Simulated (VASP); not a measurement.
BaS, 2 atoms in the cell. The cell holds a wire or tube with vacuum around it, 2 atoms: a = 11.600 Å, b = 9.300 Å, c = 5.213 Å, α = 90.00°, β = 90.00°, γ = 90.00°. 

- Program: VASP 6.6.1
- Task: single point
- Functional: PBEsol
- Potentials or basis: VASP PAW PBE potentials, release 64 (Ba_sv, S)
- Cutoff: 520 eV
- k mesh: 1 × 1 × 21
- Occupations: gaussian, width 0.05 eV
- Spin: collinear spin
- Starting moments: [0.5, 0.5] μB
- Dipole correction: no
- Further INCAR settings: ALGO = Normal; EDIFF = 1e-07; NBANDS = 19

Potentials or basis: VASP PAW PBE potentials, release 64 (Ba_sv, S).

The run is started by

```bash
$ cat potpaw_PBE.64/Ba_sv/POTCAR potpaw_PBE.64/S/POTCAR > POTCAR
$ mpirun -np 1 vasp_std > vasp.out
```

Hardware: 1 thread of Intel(R) Xeon(R) Platinum 8488C (Sapphire Rapids), with other jobs on the host.

Problem. Estimate the wall time of this run.

Solution. Run time: 6.8 min on 1 thread of Intel(R) Xeon(R) Platinum 8488C (Sapphire Rapids) (shared host), peak memory 0.84 GiB. Counts: scf iterations 29, k points 11.
